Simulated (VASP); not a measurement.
A run of VASP 6.6.1 is set up as follows.

Contents of INCAR:

```
SYSTEM = Cr
PREC     = Accurate       ! precision mode
ENCUT    = 520            ! plane-wave cutoff, eV
EDIFF    = 1E-6           ! SCF threshold, eV
ISMEAR   = -1             ! smearing method
SIGMA    = 0.1            ! smearing width, eV
LREAL    = .False.        ! projectors in reciprocal space
LASPH    = .True.         ! aspherical terms in the spheres
NELM     = 80             ! most SCF steps
ALGO     = Normal         ! electronic algorithm
ISIF     = 2              ! what is computed and relaxed
LWAVE    = .False.        ! write WAVECAR
LCHARG   = .False.        ! write CHGCAR
GGA      = CA             ! functional
NBANDS   = 19             ! bands
```

Contents of KPOINTS:

```
regular mesh
0
Gamma
  17 17 8
  0 0 0
```

POSCAR

```
Cr
1.0
    2.4030851793      0.0000000000      0.0000000000
   -1.2015425897      2.0811328127      0.0000000000
    0.0000000000      0.0000000000      4.2866676921
Cr
2
Direct
    0.3333333333      0.6666666667      0.2500000000
    0.6666666667      0.3333333333      0.7500000000
```

Potentials or basis: VASP PAW LDA potentials, release 64 (Cr_pv).

Command:

```sh
$ cat potpaw_LDA.64/Cr_pv/POTCAR > POTCAR
$ mpirun -np 1 vasp_std > vasp.out
```

Problem. Predict the pressure.

Solution. 12.4 GPa.

Problem. Estimate the band gap on the k mesh.

Solution. Zero (band 12 reaches 12.76 eV, above the bottom of band 13 at 11.28 eV).

Stress tensor (GPa, compression positive):
```
12.81  0.00  0.00
 0.00 12.81  0.00
 0.00  0.00 11.57
```

Caveat: the run has no spin polarisation, though such a crystal can be magnetic. Spin polarisation is off, so any magnetic state and its effect on volume and gap are missing.
